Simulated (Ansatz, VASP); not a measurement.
## NaCl in VASP and in Ansatz

```
Na Cl
1.0
     2.91609    0.00000    0.00000
     0.00000    2.91609    0.00000
     0.00000    0.00000    2.91609
Na Cl
1 1
Direct
  0.00000 0.00000 0.00000
  0.50000 0.50000 0.50000
```

Change from the starting cell: volume scaled by 1.06, PAW files.

Alike in both runs: task electric field gradients; functional PBE; k mesh 9 × 9 × 9; occupations fermi-dirac, width 0.03 eV; no spin polarisation.

|  | VASP | Ansatz |
| --- | --- | --- |
| version | VASP 6.6.1 | Ansatz 0.2.0 |
| potentials or method | VASP PAW PBE potentials, release 64 (Na_pv, Cl) | PAW with Ansatz's default frozen-core files, scalar-relativistic |
| plane-wave cutoff (eV) | 520 | 420 |
| valence electrons in the cell | 14 | 16 |

|  | VASP | Ansatz | Ansatz less VASP |
| --- | --- | --- | --- |
| gap on the k mesh at the Fermi level (eV) | 4.96 | 4.92 | -0.044 |
| pressure (GPa) | 51.5 | 51.4 | -0.14 |

Both programs put the cell under a high pressure, so it lies far from rest at this level. VASP's potentials hold 14 valence electrons a cell and Ansatz's 16, so a difference there can come from the potentials and not from the codes.
